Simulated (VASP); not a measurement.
# Li3V (Pm-3m) in VASP: a series of runs, part 2 of 2

VASP 6.6.1. Earlier steps stand in the parts before.

## Step 3: Single point, PBE, collinear spin, ferromagnetic start

This run uses another cell than the first one, of 17.58 Å³/atom.

INCAR

```
SYSTEM = Li3V
ALGO = Normal
EDIFF = 1E-6
ENCUT = 520
GGA = PE
ISIF = 2
ISMEAR = 0
ISPIN = 2
LASPH = .True.
LCHARG = .True.
LELF = .True.
LMAXMIX = 4
LORBIT = 11
LREAL = .False.
LVHAR = .True.
LWAVE = .False.
MAGMOM = 0 0 0 3.27
NBANDS = 23
NELM = 150
PREC = Accurate
SIGMA = 0.1
```

KPOINTS

```
k-points
0
Gamma
  12 12 12
  0 0 0
```

POSCAR

```
Li3V
1.0
    4.1277362588      0.0000000000      0.0000000000
    0.0000000000      4.1277362588      0.0000000000
    0.0000000000      0.0000000000      4.1277362588
Li V
3 1
Direct
    0.0000000000      0.5000000000      0.5000000000
    0.5000000000      0.0000000000      0.5000000000
    0.5000000000      0.5000000000      0.0000000000
    0.0000000000      0.0000000000      0.0000000000
```

Potentials or basis: VASP PAW PBE potentials, release 64 (Li_sv, V_sv).

Command:

```console
cat potpaw_PBE.64/Li_sv/POTCAR potpaw_PBE.64/V_sv/POTCAR > POTCAR
mpirun -np 1 vasp_std > vasp.out
```

OUTCAR:

```text
SYSTEM = Li3V
   EDIFF = 1E-6
   ENCUT = 520
   GGA = PE
   ISIF = 2
   ISMEAR = 0
   ISPIN = 2
   LASPH = .True.
   LORBIT = 11
   LREAL = .False.
   NELM = 150
   PREC = Accurate

 ion  position               nearest neighbor table
   1  0.000  0.500  0.500-
   2  0.500  0.000  0.500-
   3  0.500  0.500  0.000-
   4  0.000  0.000  0.000-

  LATTYP: Found a simple cubic cell.
 ALAT       =     4.1277362588

  Lattice vectors:

 A1 = (   4.1277362588,   0.0000000000,   0.0000000000)
 A2 = (   0.0000000000,   4.1277362588,   0.0000000000)
 A3 = (   0.0000000000,   0.0000000000,   4.1277362588)

Analysis of symmetry for initial positions (statically):
=====================================================================
 Subroutine PRICEL returns:
 Original cell was already a primitive cell.

 Routine SETGRP: Setting up the symmetry group for a
 simple cubic supercell.

 Subroutine GETGRP returns: Found 48 space group operations
 (whereof 48 operations were pure point group operations)
 out of a pool of 48 trial point group operations.

The static configuration has the point symmetry O_h .

Analysis of symmetry for dynamics (positions and initial velocities):
=====================================================================
 Subroutine PRICEL returns:
 Original cell was already a primitive cell.

 Routine SETGRP: Setting up the symmetry group for a
 simple cubic supercell.

 Subroutine GETGRP returns: Found 48 space group operations
 (whereof 48 operations were pure point group operations)
 out of a pool of 48 trial point group operations.

The dynamic configuration has the point symmetry O_h .

Analysis of structural, dynamic, and magnetic symmetry:
=====================================================================
 Subroutine PRICEL returns:
 Original cell was already a primitive cell.

 Routine SETGRP: Setting up the symmetry group for a
 simple cubic supercell.

 Subroutine GETGRP returns: Found 48 space group operations
 (whereof 48 operations were pure point group operations)
 out of a pool of 48 trial point group operations.

The overall configuration has the point symmetry O_h .

 Subroutine INISYM returns: Found 48 space group operations
 (whereof 48 operations are pure point group operations),
 and found     1 'primitive' translations

----------------------------------------------------------------------------------------

                                     Primitive cell

  volume of cell :      70.3292

  direct lattice vectors                    reciprocal lattice vectors
     4.127736259  0.000000000  0.000000000     0.242263540  0.000000000  0.000000000
     0.000000000  4.127736259  0.000000000     0.000000000  0.242263540  0.000000000
     0.000000000  0.000000000  4.127736259     0.000000000  0.000000000  0.242263540

  length of vectors
     4.127736259  4.127736259  4.127736259     0.242263540  0.242263540  0.242263540

  position of ions in fractional coordinates (direct lattice)
     0.000000000  0.500000000  0.500000000
[... 76 lines left out ...]
   ISPIN  =      2    spin polarized calculation?
   LNONCOLLINEAR =      F non collinear calculations
   LSORBIT =      F    spin-orbit coupling
   LASPH  =      T    aspherical Exc in radial PAW
   ENCUT  =  520.0 eV  38.22 Ry    6.18 a.u.   7.67  7.67  7.67*2*pi/ulx,y,z
   NELM   =    150;   NELMIN=  2; NELMDL= -5     # of ELM steps
   EDIFF  = 0.1E-05   stopping-criterion for ELM
   LREAL  =      F    real-space projection
   EDIFFG = 0.1E-04   stopping-criterion for IOM
   NSW    =      0    number of steps for IOM
   IBRION =     -1    ionic relax: 0-MD 1-quasi-New 2-CG
   NFREE  =      0    steps in history (QN), initial steepest desc. (CG)
   ISIF   =      2    stress and relaxation
   ISYM   =      2    0-nonsym 1-usesym 2-fastsym
   POTIM  = 0.5000    time-step for ionic-motion
   TEBEG  =    0.0;   TEEND  =   0.0 temperature during run
   PSTRESS=    0.0 pullay stress
   NELECT =      22.0000    total number of electrons
   NUPDOWN=      -1.0000    fix difference up-down
   EMIN   =  10.00;   EMAX   =-10.00  energy-range for DOS
   EFERMI =   0.00;   METHOD = LEGACY
   ISMEAR =     0;   SIGMA  =   0.10  broadening in eV -4-tet -1-fermi 0-gaus
   EFERMI_NEDOS =   21; number of points for ismear=-14 and -15
   IALGO  =     38    algorithm
   IMIX   =      4    mixing-type and parameters
     AMIX     =   0.40;   BMIX     =  1.00
     AMIX_MAG =   1.60;   BMIX_MAG =  1.00
  volume/ion in A,a.u.               =      17.58       118.65
  Fermi-wavevector in a.u.,A,eV,Ry     =   1.111315  2.100081 16.803477  1.235021
  Thomas-Fermi vector in A             =   2.247877
   LORBIT       =     11    0 simple, 1 ext, 2 COOP (PROOUT), +10 PAW based schemes
   GGA     = PE    functional components
   LHFCALC =     F    Hartree Fock is set to
   AEXX    =    0.0000 exact exchange contribution
   IVDW    =     0    specifies the selected vdW correction
   LEPSILON=     F    determine dielectric tensor
   LRPA    =     F    only Hartree local field effects (RPA)
 spin polarized calculation
 Gauss-broadening in eV      SIGMA  =   0.10
  energy-cutoff  :      520.00
  volume of cell :       70.33
 maximum number of plane-waves:      1924
 NGX is ok and might be reduce to    32
   NGX = 15   NGY = 15   NGZ = 15

 number of electron      21.9999987 magnetization       4.0088165

 Free energy of the ion-electron system (eV)
  ---------------------------------------------------
  ext. energy  EPLUGINS =         0.00000000
  ---------------------------------------------------
  free energy    TOTEN  =       -12.86402406 eV

  energy without entropy =      -12.85902433  energy(sigma->0) =      -12.86152419

 E-fermi :   2.5836     XC(G=0):  -8.4265

 val. band max:        2.5831746938   @ k =   0.3333   0.3333   0.0000
 cond. band min:       2.5907000244   @ k =   0.5000   0.4167   0.0000
 fundamental gap:      0.0075253306
 Fermi energy:         2.5835652497

 spin component 1

 k-point     1 :       0.0000    0.0000    0.0000
  band No.  band energies     occupation
      1     -62.3893      1.00000
      2     -43.3678      1.00000
      3     -43.3358      1.00000
      4     -43.3358      1.00000
      5     -36.2668      1.00000
      6     -36.2668      1.00000
[... 613 lines left out ...]
     22      11.8022      0.00000
     23      12.2223      0.00000

 [... further k-points ...]

 spin component 2

 k-point     1 :       0.0000    0.0000    0.0000
  band No.  band energies     occupation
      1     -59.6059      1.00000
      2     -43.3420      1.00000
      3     -43.3099      1.00000
      4     -43.3099      1.00000
      5     -33.5043      1.00000
      6     -33.5043      1.00000
[... 613 lines left out ...]
     22      12.9831      0.00000
     23      13.0904      0.00000

 [... further k-points ...]

------------------------ aborting loop because EDIFF is reached ----------------------------------------

  FORCE on cell =-STRESS in cart. coord.  units (eV):
  Direction    XX          YY          ZZ          XY          YZ          ZX
  --------------------------------------------------------------------------------------
  -------------------------------------------------------------------------------------
  Total       -0.0276811     -0.0276811     -0.0276811      0.0000000      0.0000000      0.0000000
  in kB       -0.6306071     -0.6306071     -0.6306071      0.0000000      0.0000000      0.0000000
  external PRESSURE =      -0.6306071 kB  Pullay stress =       0.0000000 kB

 VOLUME and BASIS-vectors are now :
 -----------------------------------------------------------------------------
  energy-cutoff  :      520.00
  volume of cell :       70.33
      direct lattice vectors                 reciprocal lattice vectors
     4.127736259  0.000000000  0.000000000     0.242263540  0.000000000  0.000000000
     0.000000000  4.127736259  0.000000000     0.000000000  0.242263540  0.000000000
     0.000000000  0.000000000  4.127736259     0.000000000  0.000000000  0.242263540

 POSITION                                       TOTAL-FORCE (eV/Angst)
 -----------------------------------------------------------------------------------
      0.00000      2.06387      2.06387         0.000000      0.000000      0.000000
      2.06387      0.00000      2.06387         0.000000      0.000000      0.000000
      2.06387      2.06387      0.00000         0.000000      0.000000      0.000000
      0.00000      0.00000      0.00000         0.000000      0.000000      0.000000
 -----------------------------------------------------------------------------------
    total drift:                                0.000000     -0.000000     -0.000000

  FREE ENERGIE OF THE ION-ELECTRON SYSTEM (eV)
  ---------------------------------------------------
  free  energy   TOTEN  =       -12.8640240596 eV

  energy  without entropy=      -12.8590243303  energy(sigma->0) =      -12.86152419

 total charge

# of ion       s       p       d       tot
------------------------------------------
    1        2.038   0.059   0.000   2.097
    2        2.038   0.059   0.000   2.097
    3        2.038   0.059   0.000   2.097
    4        2.250   6.058   3.006  11.313
--------------------------------------------------
tot          8.365   6.234   3.006  17.604

 magnetization (x)

# of ion       s       p       d       tot
------------------------------------------
    1        0.003   0.012   0.000   0.015
    2        0.003   0.012   0.000   0.015
    3        0.003   0.012   0.000   0.015
    4        0.026   0.054   2.823   2.903
--------------------------------------------------
tot          0.035   0.089   2.823   2.947
```

It took 80 s on 1 thread of Intel Xeon 6975P-C (Granite Rapids), shared host; peak memory 0.33 GiB.

What came out:

```yaml
Free_energy: -12.8640 eV
Band_gap_on_the_k_mesh: zero (filled and empty bands overlap)
Net_moment: 4.01 μB per cell
Site_moments: Li +0.01; V +2.90 μB
Valence_electrons_inside_the_program's_atomic_spheres: Li 2.10; V 11.31
```

Levels at points of the mesh, in eV from the Fermi level:
Spin up:
```csv
k point,band 11,band 12,band 13,band 14,band 15,band 16
"(0.00, 0.00, 0.00)",-0.46,-0.46,-0.46,1.45,1.45,1.45
"(0.50, 0.00, 0.00)",-1.00,-1.00,-0.42,0.13,3.71,3.71
"(0.50, 0.50, 0.00)",-0.99,-0.85,-0.85,0.12,0.32,1.46
"(0.50, 0.50, 0.50)",-0.54,-0.54,-0.54,0.15,0.15,0.31
```
Spin down:
| k point | band 5 | band 6 | band 7 | band 8 | band 9 | band 10 | band 11 | band 12 | band 13 | band 14 |
| --- | --- | --- | --- | --- | --- | --- | --- | --- | --- | --- |
| (0.00, 0.00, 0.00) | -36.09 | -36.09 | -36.09 | -4.05 | 0.86 | 0.86 | 2.03 | 2.03 | 2.03 | 2.34 |
| (0.50, 0.00, 0.00) | -36.09 | -36.09 | -36.09 | -2.58 | -2.01 | 0.74 | 1.25 | 1.25 | 2.29 | 2.40 |
| (0.50, 0.50, 0.00) | -36.09 | -36.09 | -36.09 | -1.25 | -1.23 | -0.14 | -0.14 | 1.66 | 1.66 | 2.33 |
| (0.50, 0.50, 0.50) | -36.09 | -36.09 | -36.09 | -0.27 | 0.43 | 0.43 | 0.43 | 0.88 | 0.88 | 0.88 |

Caveat: the cutoff is under 1.25 times the usual one of these potentials, so pressure, stress and relaxed cells hold a basis-set (Pulay) error.
